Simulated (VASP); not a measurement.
Wanted: the native input for a VASP 6.6.1 run.

```yaml
Task: single point
Functional: PBEsol
Potentials_or_basis: VASP PAW PBE potentials, release 64 (Al, N)
Cutoff: 520 eV
k_mesh: 9 × 9 × 6
Occupations: gaussian, width 0.05 eV
Spin: no spin polarisation
Dipole_correction: no
Further_INCAR_settings: ALGO = Normal; EDIFF = 1e-06; NBANDS = 16
```

The structure of AlN lies in POSCAR:

```
AlN
1.0
    3.2827092216      0.0000000000      0.0000000000
   -1.6413546108      2.8429095791      0.0000000000
    0.0000000000      0.0000000000      3.9865220787
Al N
2 2
Direct
    0.3333333333      0.6666666667      0.7500000000
    0.6666666667      0.3333333333      0.2500000000
    0.3333333333      0.6666666667      0.2500000000
    0.6666666667      0.3333333333      0.7500000000
```

This cell differs from its parent crystal: volume 9.301 Å^3 an atom, c/a of the conventional cell 1.2144.

One way to write it, as run:

INCAR

```
PREC     = Accurate       # precision mode
ENCUT    = 520            # plane-wave cutoff, eV
EDIFF    = 1E-6           # SCF threshold, eV
ISMEAR   = 0              # smearing method
SIGMA    = 0.05           # smearing width, eV
LREAL    = False          # projectors in reciprocal space
LASPH    = True           # aspherical terms in the spheres
NELM     = 100            # most SCF steps
ALGO     = Normal         # electronic algorithm
ISIF     = 2              # what is computed and relaxed
LWAVE    = False          # write WAVECAR
LCHARG   = False          # write CHGCAR
GGA      = PS             # functional
NBANDS   = 16             # bands
```

KPOINTS

```
Automatic mesh
0
Gamma
  9 9 6
```

Potentials or basis: VASP PAW PBE potentials, release 64 (Al, N).

Run with:

```sh
$ cat potpaw_PBE.64/Al/POTCAR potpaw_PBE.64/N/POTCAR > POTCAR
$ mpirun -np 1 vasp_std > vasp.out
```

It gave:

The pressure is 11.3 GPa and the band gap on the k mesh is 3.76 eV, direct.

Caveat: the PAW data sets were made with another functional, which shifts forces and pressure a little.

It took 30 s on 1 thread of Intel Xeon 8259CL (shared host), peak memory 0.15 GiB.
